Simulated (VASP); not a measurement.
# WC (P3m1) in VASP: a series of runs

The runs below take WC through single point, with PBE.

Program: VASP 6.6.1. These are calculated values, not measurements. Logs are shortened: lines on timing, memory, paths and dates and some standing lists are left out, and cuts for length are marked.

**1. The cell of the first run**

The structure is trigonal, space group P3m1 (No. 156). Conventional cell: a = 2.901 Å, b = 2.901 Å, c = 2.829 Å, α = 90.00°, β = 90.00°, γ = 120.00°. Within 2.7 Å of W (site symmetry 3m) lie 6 C at 2.03 to 2.37 Å. Within 2.7 Å of C (site symmetry 3m) lie 6 W at 2.03 to 2.37 Å.

**2. Single point, PBE (all W atoms moved +0.263 Å, as atom 1 along Cartesian [0 0 1])**

INCAR

```
PREC = Accurate ; ENCUT = 520
EDIFF = 1E-6 ; ISMEAR = 0
SIGMA = 0.15 ; LREAL = F
LASPH = T ; NELM = 80
ALGO = Normal ; ISIF = 2
LWAVE = F ; LCHARG = T
GGA = PE ; LELF = T
LVHAR = T ; NBANDS = 16
```

KPOINTS

```
Automatic mesh
0
Gamma
  18 18 16
```

POSCAR

```
WC
1.0
    2.9005014360      0.0000000000      0.0000000000
   -1.4502507180      2.5119079273      0.0000000000
    0.0000000000      0.0000000000      2.8290000000
W C
1 1
Direct
    0.0000000000      0.0000000000      0.0927889714
    0.6666666667      0.3333333333      0.5000000000
```

Potentials or basis: VASP PAW PBE potentials, release 64 (W_sv, C).

Command:

```console
cat potpaw_PBE.64/W_sv/POTCAR potpaw_PBE.64/C/POTCAR > POTCAR
mpirun -np 1 vasp_std > vasp.out
```

OUTCAR:

```text
PREC = Accurate
   ENCUT = 520
   EDIFF = 1E-6
   ISMEAR = 0
   LREAL = F
   LASPH = T
   NELM = 80
   ISIF = 2
   GGA = PE

 ion  position               nearest neighbor table
   1  0.000  0.000  0.093-   2 2.03   2 2.03   2 2.03   2 2.37   2 2.37   2 2.37
   2  0.667  0.333  0.500-   1 2.03   1 2.03   1 2.03   1 2.37   1 2.37   1 2.37

  LATTYP: Found a hexagonal cell.
 ALAT       =     2.9005014360
 C/A-ratio  =     0.9753485949

  Lattice vectors:

 A1 = (   2.9005014360,   0.0000000000,   0.0000000000)
 A2 = (  -1.4502507180,   2.5119079273,   0.0000000000)
 A3 = (   0.0000000000,   0.0000000000,   2.8290000000)

Analysis of symmetry for initial positions (statically):
=====================================================================
 Subroutine PRICEL returns:
 Original cell was already a primitive cell.

 Routine SETGRP: Setting up the symmetry group for a
 hexagonal supercell.

 Subroutine GETGRP returns: Found  6 space group operations
 (whereof  6 operations were pure point group operations)
 out of a pool of 24 trial point group operations.

The static configuration has the point symmetry C_3v.

Analysis of symmetry for dynamics (positions and initial velocities):
=====================================================================
 Subroutine PRICEL returns:
 Original cell was already a primitive cell.

 Routine SETGRP: Setting up the symmetry group for a
 hexagonal supercell.

 Subroutine GETGRP returns: Found  6 space group operations
 (whereof  6 operations were pure point group operations)
 out of a pool of 24 trial point group operations.

The dynamic configuration has the point symmetry C_3v.

 Subroutine INISYM returns: Found  6 space group operations
 (whereof  6 operations are pure point group operations),
 and found     1 'primitive' translations

----------------------------------------------------------------------------------------

                                     Primitive cell

  volume of cell :      20.6115

[... 75 lines left out ...]
   ions per type =               1   1
   NGX,Y,Z   is equivalent  to a cutoff of  13.76, 13.76, 14.10 a.u.
   NGXF,Y,Z  is equivalent  to a cutoff of  27.51, 27.51, 28.21 a.u.
 SYSTEM =  unknown system
   PREC   = accura    normal or accurate (medium, high low for compatibility)
   ISTART =      0    job   : 0-new  1-cont  2-samecut
   ICHARG =      2    charge: 1-file 2-atom 10-const
   ISPIN  =      1    spin polarized calculation?
   LNONCOLLINEAR =      F non collinear calculations
   LSORBIT =      F    spin-orbit coupling
   LASPH  =      T    aspherical Exc in radial PAW
   ENCUT  =  520.0 eV  38.22 Ry    6.18 a.u.   5.39  5.39  5.26*2*pi/ulx,y,z
   NELM   =     80;   NELMIN=  2; NELMDL= -5     # of ELM steps
   EDIFF  = 0.1E-05   stopping-criterion for ELM
   LREAL  =      F    real-space projection
   EDIFFG = 0.1E-04   stopping-criterion for IOM
   NSW    =      0    number of steps for IOM
   IBRION =     -1    ionic relax: 0-MD 1-quasi-New 2-CG
   NFREE  =      0    steps in history (QN), initial steepest desc. (CG)
   ISIF   =      2    stress and relaxation
   ISYM   =      2    0-nonsym 1-usesym 2-fastsym
   POTIM  = 0.5000    time-step for ionic-motion
   TEBEG  =    0.0;   TEEND  =   0.0 temperature during run
   PSTRESS=    0.0 pullay stress
   NELECT =      18.0000    total number of electrons
   NUPDOWN=      -1.0000    fix difference up-down
   EMIN   =  10.00;   EMAX   =-10.00  energy-range for DOS
   EFERMI =   0.00;   METHOD = LEGACY
   ISMEAR =     0;   SIGMA  =   0.15  broadening in eV -4-tet -1-fermi 0-gaus
   EFERMI_NEDOS =   21; number of points for ismear=-14 and -15
   IALGO  =     38    algorithm
   IMIX   =      4    mixing-type and parameters
     AMIX     =   0.40;   BMIX     =  1.00
     AMIX_MAG =   1.60;   BMIX_MAG =  1.00
  volume/ion in A,a.u.               =      10.31        69.55
  Fermi-wavevector in a.u.,A,eV,Ry     =   1.564813  2.957068 33.315762  2.448639
  Thomas-Fermi vector in A             =   2.667381
   LORBIT       =      0    0 simple, 1 ext, 2 COOP (PROOUT), +10 PAW based schemes
   GGA     = PE    functional components
   LHFCALC =     F    Hartree Fock is set to
   AEXX    =    0.0000 exact exchange contribution
   IVDW    =     0    specifies the selected vdW correction
   LEPSILON=     F    determine dielectric tensor
   LRPA    =     F    only Hartree local field effects (RPA)
 non-spin polarized calculation
 Gauss-broadening in eV      SIGMA  =   0.15
  energy-cutoff  :      520.00
  volume of cell :       20.61
 maximum number of plane-waves:       580
 NGX is ok and might be reduce to    24
   NGX = 11   NGY = 11   NGZ = 11

 number of electron      17.9999998 magnetization

 Free energy of the ion-electron system (eV)
  ---------------------------------------------------
  ext. energy  EPLUGINS =         0.00000000
  ---------------------------------------------------
  free energy    TOTEN  =       -21.89456094 eV

  energy without entropy =      -21.89094878  energy(sigma->0) =      -21.89275486

 E-fermi :  11.3533     XC(G=0): -13.7947

 val. band max:       11.3397725806   @ k =  -0.0556   0.1667   0.3750
 cond. band min:      11.3578461162   @ k =   0.4444   0.0556   0.5000
 fundamental gap:      0.0180735357
 Fermi energy:        11.3533211932

 k-point     1 :       0.0000    0.0000    0.0000
  band No.  band energies     occupation
      1     -62.6917      2.00000
      2     -26.6941      2.00000
      3     -26.6239      2.00000
      4     -26.6239      2.00000
      5      -3.3015      2.00000
      6       6.1180      2.00000
[... 433 lines left out ...]
      3     -26.8842      2.00000
      4     -26.5787      2.00000
      5      -0.0430      2.00000
      6       4.2828      2.00000
[... 8 lines left out ...]
     15      25.4416      0.00000
     16      27.7567      0.00000

 [... further k-points ...]
[... 5 lines left out ...]
  --------------------------------------------------------------------------------------
  -------------------------------------------------------------------------------------
  Total        3.1529261      3.1529261      3.4860706      0.0000000      0.0000000      0.0000000
  in kB      245.0838148    245.0838148    270.9798604      0.0000000      0.0000000      0.0000000
  external PRESSURE =     253.7158300 kB  Pullay stress =       0.0000000 kB

 VOLUME and BASIS-vectors are now :
 -----------------------------------------------------------------------------
  energy-cutoff  :      520.00
  volume of cell :       20.61
      direct lattice vectors                 reciprocal lattice vectors
     2.900501436  0.000000000  0.000000000     0.344767973  0.199051882  0.000000000
    -1.450250718  2.511907927  0.000000000     0.000000000  0.398103764  0.000000000
     0.000000000  0.000000000  2.829000000     0.000000000  0.000000000  0.353481796

 POSITION                                       TOTAL-FORCE (eV/Angst)
 -----------------------------------------------------------------------------------
      0.00000      0.00000      0.26250         0.000000      0.000000     -4.348826
      1.45025      0.83730      1.41450         0.000000      0.000000      4.348826
 -----------------------------------------------------------------------------------
    total drift:                               -0.000000     -0.000000      0.000600

  FREE ENERGIE OF THE ION-ELECTRON SYSTEM (eV)
  ---------------------------------------------------
  free  energy   TOTEN  =       -21.8945609351 eV

  energy  without entropy=      -21.8909487813  energy(sigma->0) =      -21.89275486
```

Wall time 44 s (1 thread of Intel Xeon 6975P-C (Granite Rapids), shared host); peak memory 0.28 GiB.

What came out:

* Free energy: -21.8946 eV
* Pressure: 25.4 GPa
* Largest force: 4.349 eV/Å
* Band gap on the k mesh: zero (band 9 reaches 12.46 eV, above the bottom of band 10 at 10.91 eV)

Forces in eV/Å, atoms in the order of the input:
```
W    0.000  0.000 -4.349
C    0.000  0.000  4.349
```

Levels at points of the mesh, in eV from the Fermi level:
```tsv
k point	band 6	band 7	band 8	band 9	band 10	band 11	band 12	band 13
(0.00, 0.00, 0.00)	-5.24	-3.98	-3.98	1.10	2.78	2.78	6.20	6.42
(0.50, 0.00, 0.00)	-7.19	-4.22	-2.91	-1.40	2.95	4.47	4.50	5.11
(0.00, 0.00, 0.50)	-8.57	-3.02	-3.02	-0.44	-0.44	4.08	4.96	4.96
(0.50, 0.00, 0.50)	-7.03	-4.61	-4.08	0.20	4.15	5.21	6.25	8.91
```

Caveat: the cell differs from its parent crystal (all W atoms moved +0.263 Å, as atom 1 along Cartesian [0 0 1]); spin-orbit coupling is left out, which moves the levels of the heavy elements; forces of over 1 eV/Å act on the atoms, so gaps and moduli don't describe the material at rest.

**3. Single point, PBE (all W atoms moved +0.188 Å, as atom 1 along Cartesian [0 0 1])**

INCAR

```
SYSTEM = WC
ALGO = Normal ; EDIFF = 1E-6
ENCUT = 520 ; GGA = PE
ISIF = 2 ; ISMEAR = 0
LASPH = .TRUE. ; LCHARG = .FALSE.
LREAL = .FALSE. ; LWAVE = .FALSE.
NBANDS = 16 ; NELM = 60
PREC = Accurate ; SIGMA = 0.15
```

KPOINTS

```
k-points
0
G
  18 18 16
  0 0 0
```

POSCAR: that of step 2 with these lines changed.

```diff
@@ -8,3 +8,3 @@
 Direct
-    0.0000000000      0.0000000000      0.0927889714
+    0.0000000000      0.0000000000      0.0662778367
     0.6666666667      0.3333333333      0.5000000000
```

Potentials or basis: VASP PAW PBE potentials, release 64 (W_sv, C).

Command:

```console
cat potpaw_PBE.64/W_sv/POTCAR potpaw_PBE.64/C/POTCAR > POTCAR
mpirun -np 1 vasp_std > vasp.out
```

It took 42 s on 1 thread of Intel Xeon 6975P-C (Granite Rapids), shared host; peak memory 0.28 GiB.

The run converged. Its results:

- Free energy: -22.1683 eV
- Pressure: 17.7 GPa
- Largest force: 2.960 eV/Å
- Band gap on the k mesh: zero (band 9 reaches 12.03 eV, above the bottom of band 10 at 10.79 eV)

Forces in eV/Å, atoms in the order of the input:
```
W    0.000  0.000 -2.960
C    0.000  0.000  2.960
```

Stress tensor (GPa, compression positive):
```
16.60  0.00  0.00
 0.00 16.60  0.00
 0.00  0.00 19.91
```

Levels at points of the mesh, in eV from the Fermi level:
```
           k point  band 7  band 8  band 9  band 10  band 11  band 12
(0.00, 0.00, 0.00)   -3.67   -3.67    0.66     3.00     3.00     6.09
(0.50, 0.00, 0.00)   -4.03   -3.13   -0.99     2.74     4.54     4.70
(0.00, 0.00, 0.50)   -2.57   -2.57   -0.47    -0.47     3.91     4.77
(0.50, 0.00, 0.50)   -4.48   -4.12    0.26     4.32     5.30     6.47
```

Caveat: the cell differs from its parent crystal (all W atoms moved +0.188 Å, as atom 1 along Cartesian [0 0 1]); spin-orbit coupling is left out, which moves the levels of the heavy elements; forces of over 1 eV/Å act on the atoms, so gaps and moduli don't describe the material at rest.
